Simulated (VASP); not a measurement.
# CuAs (P6_3/mmc) in VASP: further runs

CuAs is run at these levels: LDA; tasks: single point.

Everything below comes from runs of VASP 6.6.1. Logs are shortened: lines on timing, memory, paths and dates and some standing lists are left out, and cuts for length are marked.

**1. The cell of the first run**

Symmetry: P6_3/mmc, No. 194, hexagonal system. The conventional cell has a = 4.044 Å, b = 4.044 Å, c = 5.247 Å, α = 90.00°, β = 90.00°, γ = 120.00°. Cu (site symmetry -3m) has 2 Cu at 2.62 Å and 6 As at 2.68 Å within 3.5 Å. As (site symmetry -6m2) has 6 Cu at 2.68 Å within 3.5 Å.

**2. Single point, LDA**

Input file INCAR:

```
SYSTEM = CuAs
PREC = Accurate ; ENCUT = 520
EDIFF = 1E-7 ; ISMEAR = 0
SIGMA = 0.15 ; LREAL = .False.
LASPH = .True. ; NELM = 60
ALGO = Normal ; ISIF = 2
LWAVE = .False. ; LCHARG = .True.
GGA = CA ; LELF = .True.
LVHAR = .True. ; NBANDS = 24
```

Input file KPOINTS:

```
regular mesh
0
Gamma
  12 12 8
  0 0 0
```

Input file POSCAR:

```
CuAs
1.0
    4.0443000000      0.0000000000      0.0000000000
   -2.0221500000      3.5024665405      0.0000000000
    0.0000000000      0.0000000000      5.2467000000
Cu As
2 2
Direct
    0.0000000000      0.0000000000      0.5000000000
    0.0000000000      0.0000000000      0.0000000000
    0.6666666667      0.3333333333      0.7500000000
    0.3333333333      0.6666666667      0.2500000000
```

Potentials or basis: VASP PAW LDA potentials, release 64 (Cu, As).

Started as:

```console
cat potpaw_LDA.64/Cu/POTCAR potpaw_LDA.64/As/POTCAR > POTCAR
mpirun -np 1 vasp_std > vasp.out
```

OUTCAR:

```text
SYSTEM = CuAs
   PREC = Accurate
   ENCUT = 520
   EDIFF = 1E-7
   ISMEAR = 0
   LREAL = .False.
   LASPH = .True.
   NELM = 60
   ISIF = 2
   GGA = CA

 ion  position               nearest neighbor table
   1  0.000  0.000  0.500-   2 2.62   2 2.62   4 2.68   3 2.68   4 2.68   3 2.68   3 2.68   4 2.68

   2  0.000  0.000  0.000-   1 2.62   1 2.62   4 2.68   3 2.68   4 2.68   3 2.68   3 2.68   4 2.68

   3  0.667  0.333  0.750-   1 2.68   2 2.68   1 2.68   2 2.68   1 2.68   2 2.68
   4  0.333  0.667  0.250-   1 2.68   2 2.68   1 2.68   2 2.68   1 2.68   2 2.68

  LATTYP: Found a hexagonal cell.
 ALAT       =     4.0443000000
 C/A-ratio  =     1.2973073214

  Lattice vectors:

 A1 = (   4.0443000000,   0.0000000000,   0.0000000000)
 A2 = (  -2.0221500000,   3.5024665405,   0.0000000000)
 A3 = (   0.0000000000,   0.0000000000,   5.2467000000)

Analysis of symmetry for initial positions (statically):
=====================================================================
 Subroutine PRICEL returns:
 Original cell was already a primitive cell.

 Routine SETGRP: Setting up the symmetry group for a
 hexagonal supercell.

 Subroutine GETGRP returns: Found 24 space group operations
 (whereof 12 operations were pure point group operations)
 out of a pool of 24 trial point group operations.

The static configuration has the point symmetry D_3d.
 The point group associated with its full space group is D_6h.

Analysis of symmetry for dynamics (positions and initial velocities):
=====================================================================
 Subroutine PRICEL returns:
 Original cell was already a primitive cell.

 Routine SETGRP: Setting up the symmetry group for a
 hexagonal supercell.

 Subroutine GETGRP returns: Found 24 space group operations
 (whereof 12 operations were pure point group operations)
 out of a pool of 24 trial point group operations.

The dynamic configuration has the point symmetry D_3d.
 The point group associated with its full space group is D_6h.

 Subroutine INISYM returns: Found 24 space group operations
 (whereof 12 operations are pure point group operations),
 and found     1 'primitive' translations

----------------------------------------------------------------------------------------

                                     Primitive cell

  volume of cell :      74.3196
[... 85 lines left out ...]
   ISTART =      0    job   : 0-new  1-cont  2-samecut
   ICHARG =      2    charge: 1-file 2-atom 10-const
   ISPIN  =      1    spin polarized calculation?
   LNONCOLLINEAR =      F non collinear calculations
   LSORBIT =      F    spin-orbit coupling
   LASPH  =      T    aspherical Exc in radial PAW
   ENCUT  =  520.0 eV  38.22 Ry    6.18 a.u.   7.52  7.52  9.76*2*pi/ulx,y,z
   NELM   =     60;   NELMIN=  2; NELMDL= -5     # of ELM steps
   EDIFF  = 0.1E-06   stopping-criterion for ELM
   LREAL  =      F    real-space projection
   EDIFFG = 0.1E-05   stopping-criterion for IOM
   NSW    =      0    number of steps for IOM
   IBRION =     -1    ionic relax: 0-MD 1-quasi-New 2-CG
   NFREE  =      0    steps in history (QN), initial steepest desc. (CG)
   ISIF   =      2    stress and relaxation
   ISYM   =      2    0-nonsym 1-usesym 2-fastsym
   POTIM  = 0.5000    time-step for ionic-motion
   TEBEG  =    0.0;   TEEND  =   0.0 temperature during run
   PSTRESS=    0.0 pullay stress
   NELECT =      32.0000    total number of electrons
   NUPDOWN=      -1.0000    fix difference up-down
   EMIN   =  10.00;   EMAX   =-10.00  energy-range for DOS
   EFERMI =   0.00;   METHOD = LEGACY
   ISMEAR =     0;   SIGMA  =   0.15  broadening in eV -4-tet -1-fermi 0-gaus
   EFERMI_NEDOS =   21; number of points for ismear=-14 and -15
   IALGO  =     38    algorithm
   IMIX   =      4    mixing-type and parameters
     AMIX     =   0.40;   BMIX     =  1.00
     AMIX_MAG =   1.60;   BMIX_MAG =  1.00
  volume/ion in A,a.u.               =      18.58       125.38
  Fermi-wavevector in a.u.,A,eV,Ry     =   1.236204  2.336088 20.792442  1.528201
  Thomas-Fermi vector in A             =   2.370823
   LORBIT       =      0    0 simple, 1 ext, 2 COOP (PROOUT), +10 PAW based schemes
   GGA     = CA    functional components
   LHFCALC =     F    Hartree Fock is set to
   AEXX    =    0.0000 exact exchange contribution
   IVDW    =     0    specifies the selected vdW correction
   LEPSILON=     F    determine dielectric tensor
   LRPA    =     F    only Hartree local field effects (RPA)
 non-spin polarized calculation
 Gauss-broadening in eV      SIGMA  =   0.15
  energy-cutoff  :      520.00
  volume of cell :       74.32
 maximum number of plane-waves:      2021
   NGX = 15   NGY = 15   NGZ = 19

 number of electron      32.0000026 magnetization

 Free energy of the ion-electron system (eV)
  ---------------------------------------------------
  ext. energy  EPLUGINS =         0.00000000
  ---------------------------------------------------
  free energy    TOTEN  =       -19.25650912 eV

  energy without entropy =      -19.23124406  energy(sigma->0) =      -19.24387659

 E-fermi :   4.7284     XC(G=0): -10.7408

 val. band max:        4.7126234703   @ k =   0.1667   0.0000   0.1250
 cond. band min:       4.7411646045   @ k =   0.3333   0.0833   0.3750
 fundamental gap:      0.0285411341
 Fermi energy:         4.7284194781

 k-point     1 :       0.0000    0.0000    0.0000
  band No.  band energies     occupation
      1      -7.7258      2.00000
      2      -4.9749      2.00000
      3      -0.5052      2.00000
      4       0.6436      2.00000
      5       0.6436      2.00000
      6       0.9436      2.00000
[... 637 lines left out ...]
     23      12.7524      0.00000
     24      13.3398      0.00000

 [... further k-points ...]
[... 5 lines left out ...]
  --------------------------------------------------------------------------------------
  -------------------------------------------------------------------------------------
  Total       -7.4056306     -7.4056306     -7.7791639      0.0000000      0.0000000      0.0000000
  in kB     -159.6500419   -159.6500419   -167.7026445      0.0000000      0.0000000      0.0000000
  external PRESSURE =    -162.3342428 kB  Pullay stress =       0.0000000 kB

 VOLUME and BASIS-vectors are now :
 -----------------------------------------------------------------------------
  energy-cutoff  :      520.00
  volume of cell :       74.32
      direct lattice vectors                 reciprocal lattice vectors
     4.044300000  0.000000000  0.000000000     0.247261578  0.142756539  0.000000000
    -2.022150000  3.502466540  0.000000000     0.000000000  0.285513077  0.000000000
     0.000000000  0.000000000  5.246700000     0.000000000  0.000000000  0.190595994

 POSITION                                       TOTAL-FORCE (eV/Angst)
 -----------------------------------------------------------------------------------
      0.00000      0.00000      2.62335         0.000000     -0.000000      0.000000
      0.00000      0.00000      0.00000         0.000000     -0.000000      0.000000
      2.02215      1.16749      3.93502         0.000000     -0.000000     -0.000000
     -0.00000      2.33498      1.31167        -0.000000      0.000000     -0.000000
 -----------------------------------------------------------------------------------
    total drift:                               -0.000000      0.000000     -0.000000

  FREE ENERGIE OF THE ION-ELECTRON SYSTEM (eV)
  ---------------------------------------------------
  free  energy   TOTEN  =       -19.2565091201 eV

  energy  without entropy=      -19.2312440596  energy(sigma->0) =      -19.24387659
```

Wall time 1.9 min (1 thread of AMD EPYC 9R45 (Zen 5), shared host); peak memory 0.23 GiB.

Results:

- Free energy: -19.2565 eV
- Pressure: -16.2 GPa
- Band gap on the k mesh: zero (band 16 reaches 5.78 eV, above the bottom of band 17 at 3.92 eV)

**3. Single point, LDA**

This run uses another cell than the first one, of 11.96 Å³/atom, 0.644 times its volume.

Input file INCAR:

```
SYSTEM = CuAs
PREC = Accurate
ENCUT = 520
EDIFF = 1E-7
ISMEAR = 0
SIGMA = 0.15
LREAL = .FALSE.
LASPH = .TRUE.
NELM = 100
ALGO = Normal
ISIF = 2
LWAVE = .FALSE.
LCHARG = .TRUE.
GGA = CA
LELF = .TRUE.
LVHAR = .TRUE.
NBANDS = 24
```

Input file KPOINTS:

```
regular mesh
0
G
  12 12 8
  0 0 0
```

Input file POSCAR:

```
CuAs
1.0
    3.5151000000      0.0000000000      0.0000000000
   -1.7575500000      3.0441658968      0.0000000000
    0.0000000000      0.0000000000      4.4694000000
Cu As
2 2
Direct
    0.0000000000      0.0000000000      0.5000000000
    0.0000000000      0.0000000000      0.0000000000
    0.6666666667      0.3333333333      0.7500000000
    0.3333333333      0.6666666667      0.2500000000
```

Potentials or basis: VASP PAW LDA potentials, release 64 (Cu, As).

Started as:

```console
cat potpaw_LDA.64/Cu/POTCAR potpaw_LDA.64/As/POTCAR > POTCAR
mpirun -np 1 vasp_std > vasp.out
```

Run time: 89 s. Hardware: 1 thread of AMD EPYC 9R45 (Zen 5), shared host; peak memory 0.19 GiB.

It converged, with:

```yaml
Free_energy: -18.4942 eV
Pressure: 51.5 GPa
Band_gap_on_the_k_mesh: zero (band 16 reaches 12.16 eV, above the bottom of band 17 at 9.75 eV)
```

Stress tensor (GPa, compression positive):
```
50.17  0.00  0.00
 0.00 50.17  0.00
 0.00  0.00 54.22
```

Levels at points of the mesh, in eV from the Fermi level:
| k point | band 14 | band 15 | band 16 | band 17 | band 18 | band 19 |
| --- | --- | --- | --- | --- | --- | --- |
| (0.00, 0.00, 0.00) | -0.66 | -0.66 | 1.44 | 1.44 | 2.34 | 3.53 |
| (0.50, 0.00, 0.00) | -4.07 | -4.01 | -2.36 | 0.06 | 3.01 | 3.39 |
| (0.00, 0.00, 0.50) | -0.83 | 1.10 | 1.10 | 1.10 | 1.10 | 5.28 |
| (0.50, 0.00, 0.50) | -4.55 | -1.26 | -1.26 | 0.70 | 0.70 | 5.56 |
